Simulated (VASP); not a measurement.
ScInS3, 5 atoms in the cell. The structure is cubic, space group Pm-3m (No. 221). Conventional cell: a = 4.951 Å, b = 4.951 Å, c = 4.951 Å, α = 90.00°, β = 90.00°, γ = 90.00°. Sc (site symmetry m-3m) has 12 S at 3.50 Å and 8 In at 4.29 Å within 4.6 Å. In (site symmetry m-3m) has 6 S at 2.48 Å within 3.3 Å. Within 3.3 Å of S (site symmetry 4/mmm) lie 2 In at 2.48 Å. The cell was generated, and may not be a known phase.

```yaml
Program: VASP 6.6.1
Task: single point
Functional: PBE
Potentials_or_basis: VASP PAW PBE potentials, release 64 (Sc_sv, In_d, S)
Cutoff: 520 eV
k_mesh: 4 × 4 × 4
Occupations: gaussian, width 0.1 eV
Spin: no spin polarisation
Dipole_correction: no
Further_INCAR_settings: ALGO = Normal; EDIFF = 1e-06; NBANDS = 29
```

Potentials or basis: VASP PAW PBE potentials, release 64 (Sc_sv, In_d, S).

The run is started by

```console
$ cat potpaw_PBE.64/Sc_sv/POTCAR potpaw_PBE.64/In_d/POTCAR potpaw_PBE.64/S/POTCAR > POTCAR
$ mpirun -np 1 vasp_std > vasp.out
```

Hardware: 1 thread of Intel Xeon 8259CL, with other jobs on the host.

Problem. How long does it take, and how much memory?

Solution. Wall time 72 s on 1 thread of Intel Xeon 8259CL, on a shared host, peak memory 0.26 GiB. Counts: scf iterations 20, k points 10.
